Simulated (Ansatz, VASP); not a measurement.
**Two plane-wave programs on Al**

```
Al
1.0
     0.00000   -3.21288    0.00000
    -3.21288    0.00000    0.00000
     0.00000    0.00000   -3.21288
Al
2
Direct
  0.50000 0.50000 0.50000
  0.00000 0.00000 0.00000
```

Alike in both runs: task single point; functional PBEsol; k mesh 18 × 18 × 18; occupations gaussian, width 0.15 eV; no spin polarisation.

|  | VASP | Ansatz |
| --- | --- | --- |
| version | VASP 6.6.1 | Ansatz 0.2.0 |
| potentials or method | VASP PAW PBE potentials, release 64 (Al), cutoff 500 eV | scalar-relativistic, plane waves, PAW |
| valence electrons in the cell | 6 | 6 |

|  | VASP | Ansatz | Ansatz less VASP |
| --- | --- | --- | --- |
| gap on the k mesh at the Fermi level (eV) | none | none | - |
| pressure (GPa) | 0.0 | -0.1 | -0.06 |

VASP's potentials were made for PBE, not for PBEsol. A gap of «none» marks a metal or a gap that the smearing closes. With one functional, cell and mesh, what is left measures potentials, basis and numerics.
